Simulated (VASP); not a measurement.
# C: single point with HSE06

The system is C.

```xyz
2
Lattice="0.0000 1.7801 1.7801 1.7801 0.0000 1.7801 1.7801 1.7801 0.0000" Properties=species:S:1:pos:R:3 pbc="T T T"
C     0.0000    0.0000    0.0000
C     0.8901    0.8901    0.8901
```

| Property | Result |
| --- | --- |
| Program | VASP 6.6.1 |
| Task | single point |
| Functional | HSE06 |
| Potentials or basis | VASP PAW PBE potentials, release 64 (C) |
| Cutoff | 520 eV |
| k mesh | 8 × 8 × 8 |
| Occupations | gaussian, width 0.01 eV |
| Spin | no spin polarisation |
| Dipole correction | no |
| Grid for exact exchange (PRECFOCK) | Normal |
| Further INCAR settings | ALGO = Normal; EDIFF = 1e-06; NBANDS = 11 |
| Share of exact exchange | 0.25 |
| Screening parameter | 0.2079 1/Å |

```
Pressure               : -4.9 GPa
Band gap on the k mesh : 5.29 eV (least direct gap 6.99 eV)
```

Levels at points of the mesh, in eV from the valence-band top:
```
           k point  band 2  band 3  band 4  band 5  band 6  band 7
(0.00, 0.00, 0.00)    0.00    0.00    0.00    6.99    6.99    6.99
(0.50, 0.00, 0.00)  -14.68   -3.08   -3.08   10.04   10.04   10.42
(0.50, 0.50, 0.00)  -14.11   -6.91   -6.91    5.92    5.92   19.31
```

Run time: 4.5 min on 1 thread of Intel(R) Xeon(R) 6975P-C (Granite Rapids), on a shared host, peak memory 0.22 GiB.

Caveat: the cell stands under tension; the PAW data sets were made with another functional, which shifts forces and pressure a little. A k mesh can miss the band edges.
